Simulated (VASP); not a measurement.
# GaN (P6_3mc) in VASP: further runs

The runs below take GaN through single point, with PBE, r2SCAN.

All numbers are computed with VASP 6.6.1; they aren't measurements. Logs are shortened: lines on timing, memory, paths and dates and some standing lists are left out, and cuts for length are marked.

### 1 The cell of the first run

The structure is hexagonal, space group P6_3mc (No. 186). Conventional cell: a = 3.183 Å, b = 3.183 Å, c = 5.281 Å, α = 90.00°, β = 90.00°, γ = 120.00°. Within 2.6 Å of Ga (site symmetry 3m) lie 4 N at 1.95 to 1.98 Å. N (site symmetry 3m) has 4 Ga at 1.95 to 1.98 Å within 2.6 Å.

### 2 Single point, PBE (uniaxial z strain +1.9%)

INCAR

```
ALGO     = Normal         # electronic algorithm
EDIFF    = 1E-7           # SCF threshold, eV
ENCUT    = 520            # plane-wave cutoff, eV
GGA      = PE             # functional
ISIF     = 2              # what is computed and relaxed
ISMEAR   = -1             # smearing method
LASPH    = T              # aspherical terms in the spheres
LCHARG   = F              # write CHGCAR
LREAL    = F              # projectors in reciprocal space
LWAVE    = F              # write WAVECAR
NBANDS   = 26             # bands
NELM     = 100            # most SCF steps
PREC     = Accurate       # precision mode
SIGMA    = 0.02           # smearing width, eV
```

KPOINTS

```
k-points
0
Gamma
  12 12 6
```

POSCAR

```
GaN
1.0
    3.1831495813      0.0000000000      0.0000000000
   -1.5915747906      2.7566884014      0.0000000000
    0.0000000000      0.0000000000      5.2810776885
Ga N
2 2
Direct
    0.3333333333      0.6666666667      0.0004414229
    0.6666666667      0.3333333333      0.5004414229
    0.3333333333      0.6666666667      0.3745585771
    0.6666666667      0.3333333333      0.8745585771
```

Potentials or basis: VASP PAW PBE potentials, release 64 (Ga_d, N).

Command:

```console
$ cat potpaw_PBE.64/Ga_d/POTCAR potpaw_PBE.64/N/POTCAR > POTCAR
$ mpirun -np 1 vasp_std > vasp.out
```

OUTCAR:

```text
EDIFF = 1E-7
   ENCUT = 520
   GGA = PE
   ISIF = 2
   ISMEAR = -1
   LASPH = T
   LREAL = F
   NELM = 100
   PREC = Accurate

 ion  position               nearest neighbor table
   1  0.333  0.667  0.000-   4 1.95   4 1.95   4 1.95   3 1.98
   2  0.667  0.333  0.500-   3 1.95   3 1.95   3 1.95   4 1.98
   3  0.333  0.667  0.375-   2 1.95   2 1.95   2 1.95   1 1.98
   4  0.667  0.333  0.875-   1 1.95   1 1.95   1 1.95   2 1.98

  LATTYP: Found a hexagonal cell.
 ALAT       =     3.1831495813
 C/A-ratio  =     1.6590730513

  Lattice vectors:

 A1 = (   3.1831495813,   0.0000000000,   0.0000000000)
 A2 = (  -1.5915747906,   2.7566884014,   0.0000000000)
 A3 = (   0.0000000000,   0.0000000000,   5.2810776885)

Analysis of symmetry for initial positions (statically):
=====================================================================
 Subroutine PRICEL returns:
 Original cell was already a primitive cell.

 Routine SETGRP: Setting up the symmetry group for a
 hexagonal supercell.

 Subroutine GETGRP returns: Found 12 space group operations
 (whereof  6 operations were pure point group operations)
 out of a pool of 24 trial point group operations.

The static configuration has the point symmetry C_3v.
 The point group associated with its full space group is C_6v.

Analysis of symmetry for dynamics (positions and initial velocities):
=====================================================================
 Subroutine PRICEL returns:
 Original cell was already a primitive cell.

 Routine SETGRP: Setting up the symmetry group for a
 hexagonal supercell.

 Subroutine GETGRP returns: Found 12 space group operations
 (whereof  6 operations were pure point group operations)
 out of a pool of 24 trial point group operations.

The dynamic configuration has the point symmetry C_3v.
 The point group associated with its full space group is C_6v.

 Subroutine INISYM returns: Found 12 space group operations
 (whereof  6 operations are pure point group operations),
 and found     1 'primitive' translations

----------------------------------------------------------------------------------------

                                     Primitive cell

  volume of cell :      46.3412

  direct lattice vectors                    reciprocal lattice vectors
[... 83 lines left out ...]
   ISTART =      0    job   : 0-new  1-cont  2-samecut
   ICHARG =      2    charge: 1-file 2-atom 10-const
   ISPIN  =      1    spin polarized calculation?
   LNONCOLLINEAR =      F non collinear calculations
   LSORBIT =      F    spin-orbit coupling
   LASPH  =      T    aspherical Exc in radial PAW
   ENCUT  =  520.0 eV  38.22 Ry    6.18 a.u.   5.92  5.92  9.82*2*pi/ulx,y,z
   NELM   =    100;   NELMIN=  2; NELMDL= -5     # of ELM steps
   EDIFF  = 0.1E-06   stopping-criterion for ELM
   LREAL  =      F    real-space projection
   EDIFFG = 0.1E-05   stopping-criterion for IOM
   NSW    =      0    number of steps for IOM
   IBRION =     -1    ionic relax: 0-MD 1-quasi-New 2-CG
   NFREE  =      0    steps in history (QN), initial steepest desc. (CG)
   ISIF   =      2    stress and relaxation
   ISYM   =      2    0-nonsym 1-usesym 2-fastsym
   POTIM  = 0.5000    time-step for ionic-motion
   TEBEG  =    0.0;   TEEND  =   0.0 temperature during run
   PSTRESS=    0.0 pullay stress
   NELECT =      36.0000    total number of electrons
   NUPDOWN=      -1.0000    fix difference up-down
   EMIN   =  10.00;   EMAX   =-10.00  energy-range for DOS
   EFERMI =   0.00;   METHOD = LEGACY
   ISMEAR =    -1;   SIGMA  =   0.02  broadening in eV -4-tet -1-fermi 0-gaus
   EFERMI_NEDOS =   21; number of points for ismear=-14 and -15
   IALGO  =     38    algorithm
   IMIX   =      4    mixing-type and parameters
     AMIX     =   0.40;   BMIX     =  1.00
     AMIX_MAG =   1.60;   BMIX_MAG =  1.00
  volume/ion in A,a.u.               =      11.59        78.18
  Fermi-wavevector in a.u.,A,eV,Ry     =   1.504942  2.843929 30.815181  2.264852
  Thomas-Fermi vector in A             =   2.615856
   LORBIT       =      0    0 simple, 1 ext, 2 COOP (PROOUT), +10 PAW based schemes
   GGA     = PE    functional components
   LHFCALC =     F    Hartree Fock is set to
   AEXX    =    0.0000 exact exchange contribution
   IVDW    =     0    specifies the selected vdW correction
   LEPSILON=     F    determine dielectric tensor
   LRPA    =     F    only Hartree local field effects (RPA)
 non-spin polarized calculation
  energy-cutoff  :      520.00
  volume of cell :       46.34
 maximum number of plane-waves:      1278
 NGX is ok and might be reduce to    24
   NGX = 11   NGY = 11   NGZ = 19

 number of electron      35.9999978 magnetization

 Free energy of the ion-electron system (eV)
  ---------------------------------------------------
  ext. energy  EPLUGINS =         0.00000000
  ---------------------------------------------------
  free energy    TOTEN  =       -24.31259787 eV

  energy without entropy =      -24.31259787  energy(sigma->0) =      -24.31259787

 E-fermi :   5.6093     XC(G=0): -11.5955

 val. band max:        5.2008702418   @ k =   0.0000   0.0000   0.0000
 cond. band min:       6.9446258992   @ k =   0.0000   0.0000   0.0000
 fundamental gap:      1.7437556575
 Fermi energy:         5.6093132164

 k-point     1 :       0.0000    0.0000    0.0000
  band No.  band energies     occupation
      1     -10.6925      2.00000
      2      -9.8281      2.00000
      3      -8.2702      2.00000
      4      -8.2521      2.00000
      5      -8.2521      2.00000
      6      -8.1961      2.00000
[... 685 lines left out ...]
     25      16.4308      0.00000
     26      18.0996      0.00000

 [... further k-points ...]
[... 5 lines left out ...]
  --------------------------------------------------------------------------------------
  -------------------------------------------------------------------------------------
  Total        1.3061394      1.3061394     -0.2390407      0.0000000      0.0000000      0.0000000
  in kB       45.1578065     45.1578065     -8.2644711      0.0000000      0.0000000      0.0000000
  external PRESSURE =      27.3503806 kB  Pullay stress =       0.0000000 kB

 VOLUME and BASIS-vectors are now :
 -----------------------------------------------------------------------------
  energy-cutoff  :      520.00
  volume of cell :       46.34
      direct lattice vectors                 reciprocal lattice vectors
     3.183149581  0.000000000  0.000000000     0.314154260  0.181377046  0.000000000
    -1.591574791  2.756688401  0.000000000     0.000000000  0.362754093  0.000000000
     0.000000000  0.000000000  5.281077688     0.000000000  0.000000000  0.189355291

 POSITION                                       TOTAL-FORCE (eV/Angst)
 -----------------------------------------------------------------------------------
     -0.00000      1.83779      0.00233         0.000000     -0.000000      0.014917
      1.59157      0.91890      2.64287        -0.000000      0.000000      0.014917
     -0.00000      1.83779      1.97807         0.000000      0.000000     -0.014917
      1.59157      0.91890      4.61861        -0.000000      0.000000     -0.014917
 -----------------------------------------------------------------------------------
    total drift:                               -0.000001     -0.000001     -0.000740

  FREE ENERGIE OF THE ION-ELECTRON SYSTEM (eV)
  ---------------------------------------------------
  free  energy   TOTEN  =       -24.3125978693 eV

  energy  without entropy=      -24.3125978693  energy(sigma->0) =      -24.31259787
```

OSZICAR:

```text
N       E                     dE             d eps       ncg     rms          rms(c)
DAV:   1     0.281977201459E+03    0.28198E+03   -0.17647E+04  4226   0.257E+03
DAV:   2     0.784082372537E+01   -0.27414E+03   -0.25850E+03  4352   0.490E+02
DAV:   3    -0.270773441871E+02   -0.34918E+02   -0.34407E+02  4642   0.143E+02
DAV:   4    -0.282582246815E+02   -0.11809E+01   -0.11758E+01  4802   0.282E+01
DAV:   5    -0.282834783704E+02   -0.25254E-01   -0.25232E-01  4802   0.391E+00    0.109E+01
DAV:   6    -0.242369473569E+02    0.40465E+01   -0.10154E+01  6528   0.485E+01    0.307E+00
DAV:   7    -0.243309944205E+02   -0.94047E-01   -0.13754E+00  4210   0.901E+00    0.269E+00
DAV:   8    -0.243260933967E+02    0.49010E-02   -0.15100E-01  6516   0.494E+00    0.808E-01
DAV:   9    -0.243121029741E+02    0.13990E-01   -0.45725E-02  6344   0.357E+00    0.363E-01
DAV:  10    -0.243126181988E+02   -0.51522E-03   -0.47640E-03  4200   0.423E-01    0.773E-02
DAV:  11    -0.243125998076E+02    0.18391E-04   -0.30389E-04  6098   0.322E-01    0.442E-02
DAV:  12    -0.243125964421E+02    0.33655E-05   -0.41976E-05  4990   0.543E-02    0.173E-02
DAV:  13    -0.243125974856E+02   -0.10435E-05   -0.16255E-05  6146   0.461E-02    0.165E-02
DAV:  14    -0.243125978655E+02   -0.37991E-06   -0.27190E-06  4176   0.120E-02    0.673E-03
DAV:  15    -0.243125978693E+02   -0.38444E-08   -0.29508E-07  3722   0.464E-03
   1 F= -.24312598E+02 E0= -.24312598E+02  d E =-.330230E-11
```

stdout:

```text
POSCAR found type information on POSCAR GaN
 POSCAR found :  2 types and       4 ions
 scaLAPACK will be used
 LDA part: xc-table for (Slater+PW92), standard interpolation
 POSCAR, INCAR and KPOINTS ok, starting setup
 FFT: planning ... GRIDC
 FFT: planning ... GRID_SOFT
 FFT: planning ... GRID
 WAVECAR not read
 entering main loop
```

Wall time 29 s (1 thread of Intel Xeon 6975P-C (Granite Rapids), shared host); peak memory 0.2 GiB.

Results:

```yaml
Free_energy: -24.3126 eV
Pressure: 2.7 GPa
Largest_force: 0.015 eV/Å
Band_gap_on_the_k_mesh: 1.74 eV, direct
```

Forces in eV/Å, atoms in the order of the input:
```
Ga   0.000  0.000  0.015
Ga   0.000  0.000  0.015
N    0.000  0.000 -0.015
N    0.000  0.000 -0.015
```

Levels at points of the mesh, in eV from the valence-band top:
```csv
k point,band 14,band 15,band 16,band 17,band 18,band 19,band 20,band 21,band 22,band 23
"(0.00, 0.00, 0.00)",-0.96,-0.96,-0.14,0.00,0.00,1.74,4.32,8.93,9.94,9.94
"(0.50, 0.00, 0.00)",-5.31,-4.18,-2.64,-2.22,-1.00,5.12,5.42,5.84,8.36,10.12
"(0.00, 0.00, 0.50)",-3.96,-0.49,-0.49,-0.49,-0.49,4.18,4.18,8.29,8.29,10.46
"(0.50, 0.00, 0.50)",-6.54,-1.98,-1.98,-1.89,-1.89,4.27,4.27,7.63,7.63,9.84
```

Caveat: the cell differs from its parent crystal (uniaxial z strain +1.9%).

### 3 Single point, PBE (biaxial xy strain +4.5%)

INCAR

```
ALGO     = Normal         # electronic algorithm
EDIFF    = 1E-6           # SCF threshold, eV
ENCUT    = 520            # plane-wave cutoff, eV
GGA      = PE             # functional
ISIF     = 2              # what is computed and relaxed
ISMEAR   = -1             # smearing method
LASPH    = True           # aspherical terms in the spheres
LCHARG   = True           # write CHGCAR
LELF     = True           # ELF
LREAL    = False          # projectors in reciprocal space
LVHAR    = True         
LWAVE    = False          # write WAVECAR
NBANDS   = 26             # bands
NELM     = 80             # most SCF steps
PREC     = Accurate       # precision mode
SIGMA    = 0.02           # smearing width, eV
```

KPOINTS is that of step 2.

POSCAR

```
GaN
1.0
    3.3251180526      0.0000000000      0.0000000000
   -1.6625590263      2.8796367041      0.0000000000
    0.0000000000      0.0000000000      5.1836255286
Ga N
2 2
Direct
    0.3333333333      0.6666666667     -0.0036687774
    0.6666666667      0.3333333333      0.4963312226
    0.3333333333      0.6666666667      0.3786687774
    0.6666666667      0.3333333333      0.8786687774
```

Potentials or basis: VASP PAW PBE potentials, release 64 (Ga_d, N).

Command:

```console
$ cat potpaw_PBE.64/Ga_d/POTCAR potpaw_PBE.64/N/POTCAR > POTCAR
$ mpirun -np 1 vasp_std > vasp.out
```

Wall time 44 s (1 thread of Intel Xeon 6975P-C (Granite Rapids), shared host); peak memory 0.22 GiB.

The run converged. Its results:

| Property | Result |
| --- | --- |
| Free energy | -24.2109 eV |
| Pressure | -7.9 GPa |
| Largest force | 0.026 eV/Å |
| Band gap on the k mesh | 1.29 eV, direct |

Forces on the atoms (eV/Å):
```
Ga   0.000  0.000 -0.026
Ga   0.000  0.000 -0.026
N    0.000  0.000  0.026
N    0.000  0.000  0.026
```

Stress tensor (GPa, compression positive):
```
-11.55   0.00   0.00
  0.00 -11.55   0.00
  0.00   0.00  -0.54
```

Levels at points of the mesh, in eV from the valence-band top:
```tsv
k point	band 16	band 17	band 18	band 19	band 20	band 21
(0.00, 0.00, 0.00)	-0.15	-0.15	0.00	1.29	3.19	8.94
(0.50, 0.00, 0.00)	-2.73	-2.02	-0.99	4.41	4.93	6.10
(0.00, 0.00, 0.50)	-0.70	-0.70	-0.70	3.49	3.49	8.11
(0.50, 0.00, 0.50)	-1.94	-1.63	-1.63	4.12	4.12	7.19
```

Caveat: the cell differs from its parent crystal (biaxial xy strain +4.5%).

### 4 Single point, r2SCAN (uniaxial z strain +1.9%)

POSCAR

```
GaN
1.0
    3.1831495813      0.0000000000      0.0000000000
   -1.5915747906      2.7566884014      0.0000000000
    0.0000000000      0.0000000000      5.2810776885
Ga N
2 2
Direct
    0.3333333333      0.6666666667      0.0004414229
    0.6666666667      0.3333333333      0.5004414229
    0.3333333333      0.6666666667      0.3745585771
    0.6666666667      0.3333333333      0.8745585771
```

INCAR.step1

```
PREC = Accurate
ENCUT = 520
ISMEAR = 0
SIGMA = 0.01
LREAL = F
LASPH = T
NELM = 80
NBANDS = 26
GGA = PE
ALGO = Normal
EDIFF = 1E-4
LWAVE = T
LCHARG = F
```

INCAR.step2

```
PREC = Accurate
ENCUT = 520
EDIFF = 1E-7
ISMEAR = 0
SIGMA = 0.01
LREAL = F
LASPH = T
NELM = 80
ALGO = Normal
ISIF = 2
LWAVE = F
LCHARG = F
METAGGA = R2SCAN
LMIXTAU = T
NBANDS = 26
ISTART = 1
```

KPOINTS

```
Automatic mesh
0
Gamma
  12 12 6
```

Command:

```console
$ cat potpaw_PBE.64/Ga_d/POTCAR potpaw_PBE.64/N/POTCAR > POTCAR
$ cp INCAR.step1 INCAR
$ mpirun -np 1 vasp_std > vasp.out
$ cp INCAR.step2 INCAR
$ mpirun -np 1 vasp_std > vasp.out
```

It took 4.8 min on 1 thread of Intel Xeon Platinum 8488C (Sapphire Rapids), shared host; peak memory 0.22 GiB.

Results (log left out):

| Property | Result |
| --- | --- |
| Free energy | -43.8077 eV |
| Pressure | -2.5 GPa |
| Largest force | 0.010 eV/Å |
| Band gap on the k mesh | 2.14 eV, direct |

Forces on the atoms (eV/Å):
```
Ga   0.000  0.000  0.010
Ga   0.000  0.000  0.010
N    0.000  0.000 -0.010
N    0.000  0.000 -0.010
```

Stress tensor (GPa, compression positive):
```
-0.52  0.00  0.00
 0.00 -0.52  0.00
 0.00  0.00 -6.33
```

Levels at points of the mesh, in eV from the valence-band top:
| k point | band 14 | band 15 | band 16 | band 17 | band 18 | band 19 | band 20 | band 21 | band 22 | band 23 |
| --- | --- | --- | --- | --- | --- | --- | --- | --- | --- | --- |
| (0.00, 0.00, 0.00) | -0.99 | -0.99 | -0.15 | 0.00 | 0.00 | 2.14 | 4.85 | 9.67 | 10.61 | 10.61 |
| (0.50, 0.00, 0.00) | -5.40 | -4.26 | -2.72 | -2.25 | -1.03 | 5.62 | 5.95 | 6.31 | 9.07 | 10.90 |
| (0.00, 0.00, 0.50) | -4.04 | -0.51 | -0.51 | -0.51 | -0.51 | 4.67 | 4.67 | 8.96 | 8.96 | 11.13 |
| (0.50, 0.00, 0.50) | -6.64 | -2.03 | -2.03 | -1.94 | -1.94 | 4.73 | 4.73 | 8.25 | 8.25 | 10.59 |

Caveat: the cell differs from its parent crystal (uniaxial z strain +1.9%); the PAW data sets were made with another functional, which shifts forces and pressure a little.

[end of part 1 of 2]
